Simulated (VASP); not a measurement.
# Cu (Fm-3m) in VASP: further runs

Cu is run at these levels: LDA, PBE, PBEsol; tasks: single point.

Program: VASP 6.6.1. These are calculated values, not measurements. Logs are shortened: lines on timing, memory, paths and dates and some standing lists are left out, and cuts for length are marked.

### Step 1. The cell of the first run

It takes space group Fm-3m (No. 225, cubic). Conventional cell: a = 3.617 Å, b = 3.617 Å, c = 3.617 Å, α = 90.00°, β = 90.00°, γ = 90.00°. Cu (site symmetry m-3m) has 12 Cu at 2.56 Å within 3.4 Å.

### Step 2. Single point, LDA

Contents of INCAR:

```
SYSTEM = Cu
PREC = Accurate
ENCUT = 520
EDIFF = 1E-6
ISMEAR = -1
SIGMA = 0.06
LREAL = .False.
LASPH = .True.
NELM = 60
ALGO = Normal
ISIF = 2
LWAVE = .False.
LCHARG = .False.
NBANDS = 12
```

Contents of KPOINTS:

```
Automatic mesh
0
Gamma
  12 12 12
  0 0 0
```

Contents of POSCAR:

```
Cu
1.0
    0.0000000000      1.8084895000      1.8084895000
    1.8084895000      0.0000000000      1.8084895000
    1.8084895000      1.8084895000      0.0000000000
Cu
1
Direct
    0.0000000000      0.0000000000      0.0000000000
```

Potentials or basis: VASP PAW LDA potentials, release 64 (Cu).

On the command line:

```console
> cat potpaw_LDA.64/Cu/POTCAR > POTCAR
> mpirun -np 1 vasp_std > vasp.out
```

OUTCAR:

```text
SYSTEM = Cu
   PREC = Accurate
   ENCUT = 520
   EDIFF = 1E-6
   ISMEAR = -1
   LREAL = .False.
   LASPH = .True.
   NELM = 60
   ISIF = 2

 ion  position               nearest neighbor table
   1  0.000  0.000  0.000-

  LATTYP: Found a face centered cubic cell.
 ALAT       =     3.6169790000

  Lattice vectors:

 A1 = (   0.0000000000,   1.8084895000,   1.8084895000)
 A2 = (   1.8084895000,   0.0000000000,   1.8084895000)
 A3 = (   1.8084895000,   1.8084895000,   0.0000000000)

Analysis of symmetry for initial positions (statically):
=====================================================================
 Subroutine PRICEL returns:
 Original cell was already a primitive cell.

 Routine SETGRP: Setting up the symmetry group for a
 face centered cubic supercell.

 Subroutine GETGRP returns: Found 48 space group operations
 (whereof 48 operations were pure point group operations)
 out of a pool of 48 trial point group operations.

The static configuration has the point symmetry O_h .

Analysis of symmetry for dynamics (positions and initial velocities):
=====================================================================
 Subroutine PRICEL returns:
 Original cell was already a primitive cell.

 Routine SETGRP: Setting up the symmetry group for a
 face centered cubic supercell.

 Subroutine GETGRP returns: Found 48 space group operations
 (whereof 48 operations were pure point group operations)
 out of a pool of 48 trial point group operations.

The dynamic configuration has the point symmetry O_h .

 Subroutine INISYM returns: Found 48 space group operations
 (whereof 48 operations are pure point group operations),
 and found     1 'primitive' translations

----------------------------------------------------------------------------------------

                                     Primitive cell

  volume of cell :      11.8298

  direct lattice vectors                    reciprocal lattice vectors
     0.000000000  1.808489500  1.808489500    -0.276473820  0.276473820  0.276473820
     1.808489500  0.000000000  1.808489500     0.276473820 -0.276473820  0.276473820
     1.808489500  1.808489500  0.000000000     0.276473820  0.276473820 -0.276473820

  length of vectors
     2.557590378  2.557590378  2.557590378     0.478866703  0.478866703  0.478866703

  position of ions in fractional coordinates (direct lattice)
     0.000000000  0.000000000  0.000000000

  ion indices of the primitive-cell ions
   primitive index   ion index
                 1           1

----------------------------------------------------------------------------------------

 KPOINTS: Automatic mesh

Automatic generation of k-mesh.
 Grid dimensions read from file:
 generate k-points for:   12   12   12

 Generating k-lattice:

  Cartesian coordinates                     Fractional coordinates (reciprocal lattice)
    -0.023039485  0.023039485  0.023039485     0.083333333  0.000000000  0.000000000
     0.023039485 -0.023039485  0.023039485     0.000000000  0.083333333  0.000000000
     0.023039485  0.023039485 -0.023039485     0.000000000  0.000000000  0.083333333

  Length of vectors
     0.039905559  0.039905559  0.039905559

  Shift w.r.t. Gamma in fractional coordinates (k-lattice)
     0.000000000  0.000000000  0.000000000

 Subroutine IBZKPT returns following result:
 ===========================================

 Found     72 irreducible k-points:

 Following reciprocal coordinates:
            Coordinates               Weight
  0.000000  0.000000  0.000000      1.000000
  0.083333  0.000000  0.000000      8.000000
  0.166667  0.000000  0.000000      8.000000
  0.250000  0.000000  0.000000      8.000000
  0.333333  0.000000  0.000000      8.000000
  0.416667  0.000000  0.000000      8.000000
[... 16 lines left out ...]
  0.500000  0.166667  0.000000     24.000000
 -0.416667  0.166667  0.000000     24.000000
 [... further k-points ...]
   k-points           NKPTS =     72   k-points in BZ     NKDIM =     72   number of bands    NBANDS=     12
   number of dos      NEDOS =    301   number of ions     NIONS =      1
   total plane-waves  NPLWV =   8000
   dimension x,y,z NGX =    20 NGY =   20 NGZ =   20
   dimension x,y,z NGXF=    40 NGYF=   40 NGZF=   40
   ions per type =               1
   NGX,Y,Z   is equivalent  to a cutoff of  13.00, 13.00, 13.00 a.u.
   NGXF,Y,Z  is equivalent  to a cutoff of  26.00, 26.00, 26.00 a.u.
 SYSTEM =  Cu
   PREC   = accura    normal or accurate (medium, high low for compatibility)
   ISTART =      0    job   : 0-new  1-cont  2-samecut
   ICHARG =      2    charge: 1-file 2-atom 10-const
   ISPIN  =      1    spin polarized calculation?
   LNONCOLLINEAR =      F non collinear calculations
   LSORBIT =      F    spin-orbit coupling
   LASPH  =      T    aspherical Exc in radial PAW
   ENCUT  =  520.0 eV  38.22 Ry    6.18 a.u.   4.76  4.76  4.76*2*pi/ulx,y,z
   NELM   =     60;   NELMIN=  2; NELMDL= -5     # of ELM steps
   EDIFF  = 0.1E-05   stopping-criterion for ELM
   LREAL  =      F    real-space projection
[... 7 lines left out ...]
   TEBEG  =    0.0;   TEEND  =   0.0 temperature during run
   PSTRESS=    0.0 pullay stress
   NELECT =      11.0000    total number of electrons
   NUPDOWN=      -1.0000    fix difference up-down
   EMIN   =  10.00;   EMAX   =-10.00  energy-range for DOS
   EFERMI =   0.00;   METHOD = LEGACY
   ISMEAR =    -1;   SIGMA  =   0.06  broadening in eV -4-tet -1-fermi 0-gaus
   EFERMI_NEDOS =   21; number of points for ismear=-14 and -15
   IALGO  =     38    algorithm
   IMIX   =      4    mixing-type and parameters
     AMIX     =   0.40;   BMIX     =  1.00
     AMIX_MAG =   1.60;   BMIX_MAG =  1.00
  volume/ion in A,a.u.               =      11.83        79.83
  Fermi-wavevector in a.u.,A,eV,Ry     =   1.597888  3.019571 34.739032  2.553247
  Thomas-Fermi vector in A             =   2.695424
   LORBIT       =      0    0 simple, 1 ext, 2 COOP (PROOUT), +10 PAW based schemes
   GGA     = CA    functional components
   LHFCALC =     F    Hartree Fock is set to
   AEXX    =    0.0000 exact exchange contribution
   IVDW    =     0    specifies the selected vdW correction
   LEPSILON=     F    determine dielectric tensor
   LRPA    =     F    only Hartree local field effects (RPA)
 non-spin polarized calculation
  energy-cutoff  :      520.00
  volume of cell :       11.83
 maximum number of plane-waves:       332
   NGX =  9   NGY =  9   NGZ =  9

 number of electron      11.0000001 magnetization

 Free energy of the ion-electron system (eV)
  ---------------------------------------------------
  ext. energy  EPLUGINS =         0.00000000
  ---------------------------------------------------
  free energy    TOTEN  =        -4.67020797 eV

  energy without entropy =       -4.66597458  energy(sigma->0) =       -4.66809128

 E-fermi :   7.2228     XC(G=0): -13.0935

 val. band max:        7.2159228755   @ k =   0.5000   0.3333   0.1667
 cond. band min:       7.3580322493   @ k =   0.5000   0.2500   0.0833
 fundamental gap:      0.1421093737
 Fermi energy:         7.2227845263

 k-point     1 :       0.0000    0.0000    0.0000
  band No.  band energies     occupation
      1      -2.0190      2.00000
      2       4.2440      2.00000
      3       4.2440      2.00000
      4       4.2440      2.00000
      5       5.0796      2.00000
      6       5.0796      2.00000
      7      29.9898      0.00000
      8      32.4363      0.00000
      9      32.4363      0.00000
     10      32.4363      0.00000
     11      34.9733      0.00000
     12      34.9733      0.00000

 k-point     2 :       0.0833    0.0000    0.0000
  band No.  band energies     occupation
      1      -1.7671      2.00000
      2       4.1922      2.00000
      3       4.2904      2.00000
      4       4.2904      2.00000
      5       5.0623      2.00000
      6       5.0623      2.00000
      7      28.1837      0.00000
      8      30.7821      0.00000
      9      31.7495      0.00000
     10      31.7495      0.00000
     11      36.0130      0.00000
     12      36.0130      0.00000

 k-point     3 :       0.1667    0.0000    0.0000
  band No.  band energies     occupation
      1      -1.0322      2.00000
      2       4.0717      2.00000
      3       4.3838      2.00000
      4       4.3838      2.00000
      5       5.0535      2.00000
      6       5.0535      2.00000
      7      23.9284      0.00000
      8      30.4029      0.00000
      9      30.7694      0.00000
     10      30.7694      0.00000
     11      36.9056      0.00000
     12      37.3815      0.00000
[... 286 lines left out ...]
 k-point    23 :       0.5000    0.1667    0.0000
  band No.  band energies     occupation
      1       2.6316      2.00000
      2       3.8647      2.00000
      3       4.3413      2.00000
      4       4.5428      2.00000
      5       5.6657      2.00000
      6       7.7832      0.00018
      7      12.2971      0.00000
      8      23.0378      0.00000
      9      25.3401      0.00000
     10      27.6419      0.00000
     11      37.3297      0.00000
     12      37.8078      0.00000

 k-point    24 :      -0.4167    0.1667    0.0000
  band No.  band energies     occupation
      1       2.6868      2.00000
      2       3.9076      2.00000
      3       4.4328      2.00000
      4       4.5083      2.00000
      5       5.5476      2.00000
      6       8.3159      0.00000
      7      11.5961      0.00000
      8      22.0275      0.00000
      9      26.3653      0.00000
     10      28.0705      0.00000
     11      36.4396      0.00000
     12      37.3003      0.00000

 [... further k-points ...]
[... 5 lines left out ...]
  --------------------------------------------------------------------------------------
  -------------------------------------------------------------------------------------
  Total       -0.8855309     -0.8855309     -0.8855309      0.0000000     -0.0000000     -0.0000000
  in kB     -119.9323517   -119.9323517   -119.9323517      0.0000000     -0.0000000     -0.0000000
  external PRESSURE =    -119.9323517 kB  Pullay stress =       0.0000000 kB

 VOLUME and BASIS-vectors are now :
 -----------------------------------------------------------------------------
  energy-cutoff  :      520.00
  volume of cell :       11.83
      direct lattice vectors                 reciprocal lattice vectors
     0.000000000  1.808489500  1.808489500    -0.276473820  0.276473820  0.276473820
     1.808489500  0.000000000  1.808489500     0.276473820 -0.276473820  0.276473820
     1.808489500  1.808489500  0.000000000     0.276473820  0.276473820 -0.276473820

 POSITION                                       TOTAL-FORCE (eV/Angst)
 -----------------------------------------------------------------------------------
      0.00000      0.00000      0.00000         0.000000      0.000000      0.000000
 -----------------------------------------------------------------------------------
    total drift:                                0.000000      0.000000      0.000000

  FREE ENERGIE OF THE ION-ELECTRON SYSTEM (eV)
  ---------------------------------------------------
  free  energy   TOTEN  =        -4.6702079703 eV

  energy  without entropy=       -4.6659745833  energy(sigma->0) =       -4.66809128
```

Run time: 4.9 s. Hardware: 1 thread of Intel Xeon 6975P-C (Granite Rapids), shared host; peak memory 0.12 GiB.

Results:

| Property | Result |
| --- | --- |
| Free energy | -4.6702 eV |
| Pressure | -12.0 GPa |

### Step 3. Single point, PBE

Contents of INCAR:

```
SYSTEM = Cu
  PREC = Accurate
  ENCUT = 520
  EDIFF = 1E-7
  ISMEAR = -1
  SIGMA = 0.06
  LREAL = .False.
  LASPH = .True.
  NELM = 60
  ALGO = Normal
  ISIF = 2
  LWAVE = .False.
  LCHARG = .False.
  GGA = PE
  NBANDS = 12
```

Contents of KPOINTS:

```
regular mesh
0
Gamma
  12 12 12
  0 0 0
```

POSCAR is that of step 2.

Potentials or basis: VASP PAW PBE potentials, release 64 (Cu).

On the command line:

```console
> cat potpaw_PBE.64/Cu/POTCAR > POTCAR
> mpirun -np 1 vasp_std > vasp.out
```

Wall time 5.8 s (1 thread of Intel Xeon 6975P-C (Granite Rapids), shared host); peak memory 0.13 GiB.

The run converged. Its results:

```
Free energy : -3.7250 eV
Pressure    : 2.0 GPa
```

Levels at points of the mesh, in eV from the Fermi level:
| k point | band 4 | band 5 | band 6 | band 7 | band 8 | band 9 |
| --- | --- | --- | --- | --- | --- | --- |
| (0.00, 0.00, 0.00) | -2.95 | -2.13 | -2.13 | 22.66 | 25.29 | 25.29 |
| (0.50, 0.00, 0.00) | -1.56 | -1.56 | -0.92 | 3.83 | 21.16 | 22.13 |
| (0.50, 0.50, 0.00) | -1.42 | -1.42 | 1.58 | 7.18 | 13.15 | 13.15 |

### Step 4. Single point, PBEsol

Contents of INCAR:

```
PREC = Accurate ; ENCUT = 520
EDIFF = 1E-6 ; ISMEAR = -1
SIGMA = 0.06 ; LREAL = F
LASPH = T ; NELM = 100
ALGO = Normal ; ISIF = 2
LWAVE = F ; LCHARG = T
GGA = PS ; LELF = T
LVHAR = T ; NBANDS = 12
```

Contents of KPOINTS:

```
regular mesh
0
Gamma
  12 12 12
```

POSCAR is that of step 3.

On the command line:

```console
> cat potpaw_PBE.64/Cu/POTCAR > POTCAR
> mpirun -np 1 vasp_std > vasp.out
```

Run time: 5.7 s. Hardware: 1 thread of Intel Xeon 6975P-C (Granite Rapids), shared host; peak memory 0.12 GiB.

It converged, with:

* Free energy: -4.2980 eV
* Pressure: -6.1 GPa

Levels at points of the mesh, in eV from the Fermi level:
```csv
k point,band 4,band 5,band 6,band 7,band 8,band 9
"(0.00, 0.00, 0.00)",-2.94,-2.11,-2.11,22.66,25.26,25.26
"(0.50, 0.00, 0.00)",-1.54,-1.54,-0.94,3.82,21.16,22.08
"(0.50, 0.50, 0.00)",-1.40,-1.40,1.55,7.17,13.11,13.11
```

Caveat: the PAW data sets were made with another functional, which shifts forces and pressure a little.

### Step 5. Single point, PBEsol

Contents of INCAR:

```
SYSTEM = Cu
PREC = Accurate
ENCUT = 520
EDIFF = 1E-7
ISMEAR = -1
SIGMA = 0.06
LREAL = .False.
LASPH = .True.
NELM = 60
ALGO = Normal
ISIF = 2
LWAVE = .False.
LCHARG = .False.
GGA = PS
NBANDS = 12
```

Contents of KPOINTS:

```
Automatic mesh
0
Gamma
  12 12 12
  0 0 0
```

POSCAR is that of step 4.

On the command line:

```console
> cat potpaw_PBE.64/Cu/POTCAR > POTCAR
> mpirun -np 1 vasp_std > vasp.out
```

Wall time 5.3 s (1 thread of Intel Xeon 6975P-C (Granite Rapids), shared host); peak memory 0.13 GiB.

It converged, with:

```yaml
Free_energy: -4.2980 eV
Pressure: -6.1 GPa
```

Levels at points of the mesh, in eV from the Fermi level:
```
           k point  band 3  band 4  band 5  band 6  band 7  band 8  band 9  band 10
(0.00, 0.00, 0.00)   -2.94   -2.94   -2.11   -2.11   22.66   25.26   25.26    25.26
(0.50, 0.00, 0.00)   -2.96   -1.54   -1.54   -0.94    3.82   21.16   22.08    22.08
(0.50, 0.50, 0.00)   -1.55   -1.40   -1.40    1.55    7.17   13.11   13.11    17.62
```

Caveat: the PAW data sets were made with another functional, which shifts forces and pressure a little.

### Step 6. The runs side by side

```csv
level,potentials or basis,gap on the mesh (eV),pressure (GPa)
LDA,"VASP PAW LDA potentials, release 64 (Cu)",none,-12.0
PBE,"VASP PAW PBE potentials, release 64 (Cu)",none,2.0
PBEsol,"VASP PAW PBE potentials, release 64 (Cu)",none,-6.1
```

Alike in all rows: task single point; no spin polarisation; cell as given; k mesh 12 × 12 × 12; cutoff (eV) 520; smearing fermi-dirac 0.06 eV.

Caveats: the PAW data sets were made with another functional, which shifts forces and pressure a little (some runs).

Absolute energies hang on the potentials; compare differences alone.
